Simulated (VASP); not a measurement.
## MgO: single point with r2SCAN

The system is MgO.

```
Mg O
1.0
     0.00000    2.17658    2.17658
     2.17658    0.00000    2.17658
     2.17658    2.17658    0.00000
Mg O
1 1
Direct
  0.00000 0.00000 0.00000
  0.50000 0.50000 0.50000
```

This cell differs from its parent crystal: strain +3.5%.

```
Program             : VASP 6.6.1
Task                : single point
Functional          : r2SCAN
Potentials or basis : VASP PAW PBE potentials, release 64 (Mg_sv, O)
Cutoff              : 920 eV
k mesh              : 10 × 10 × 10
Occupations         : gaussian, width 0.01 eV
Spin                : no spin polarisation
```

- Pressure: -13.6 GPa
- Band gap on the k mesh: 4.71 eV

Levels at points of the mesh, in eV from the valence-band top:
```csv
k point,band 5,band 6,band 7,band 8,band 9,band 10,band 11,band 12
"(0.00, 0.00, 0.00)",-17.72,0.00,0.00,0.00,4.71,16.27,16.27,16.27
"(0.50, 0.00, 0.00)",-16.68,-4.18,-0.57,-0.57,8.19,12.70,16.49,16.49
"(0.50, 0.50, 0.00)",-16.49,-3.69,-1.23,-1.23,9.88,10.10,13.24,18.94
```

Run time: 110 s on 1 thread of Intel(R) Xeon(R) Platinum 8375C CPU @ 2.90GHz (Ice Lake), on a shared host, peak memory 0.19 GiB.

Caveat: the cell differs from its parent crystal (strain +3.5%); the cell stands under tension; the PAW data sets were made with another functional, which shifts forces and pressure a little.
